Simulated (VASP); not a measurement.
# Al: single point with LDA

Crystal: Al.

```
Al
1.0
     0.00000    2.05171    1.96964
     2.05171    0.00000    1.96964
     2.05171    2.05171    0.00000
Al
1
Cartesian
  0.0000 0.0000 0.0000
```

This cell differs from its parent crystal: ratio of the length along z to the lengths across it x 0.96, volume and fractional coordinates fixed.

```
Program                : VASP 6.6.1
Task                   : single point
Functional             : LDA
Potentials or basis    : VASP PAW LDA potentials, release 64 (Al)
Cutoff                 : 520 eV
k mesh                 : 22 × 22 × 22
Occupations            : gaussian, width 0.15 eV
Spin                   : no spin polarisation
Dipole correction      : no
Further INCAR settings : ALGO = Fast; EDIFF = 1e-06; NBANDS = 8
```

```json
{"Pressure": "-3.5 GPa", "Band gap on the k mesh": "zero (an odd number of electrons rules out a gap without spin polarisation)"}
```

Stress tensor (GPa, compression positive):
```
-4.16  0.00  0.00
 0.00 -4.16  0.00
 0.00  0.00 -2.11
```

Levels at points of the mesh, in eV from the Fermi level:
```tsv
k point	band 1	band 2	band 3	band 4	band 5	band 6
(0.00, 0.00, 0.00)	-11.06	12.42	12.42	12.86	13.75	13.88
(0.50, 0.00, 0.00)	-4.52	-4.38	10.70	10.97	11.56	11.80
(0.50, 0.50, 0.00)	-2.48	-1.04	5.00	5.03	5.03	8.41
(0.50, 0.00, 0.50)	-3.07	-1.89	5.48	5.64	5.92	9.17
```

Wall time 110 s on 1 thread of Intel Xeon 8259CL, with other jobs on the host, peak memory 0.2 GiB.

Caveat: the cell stands under tension.
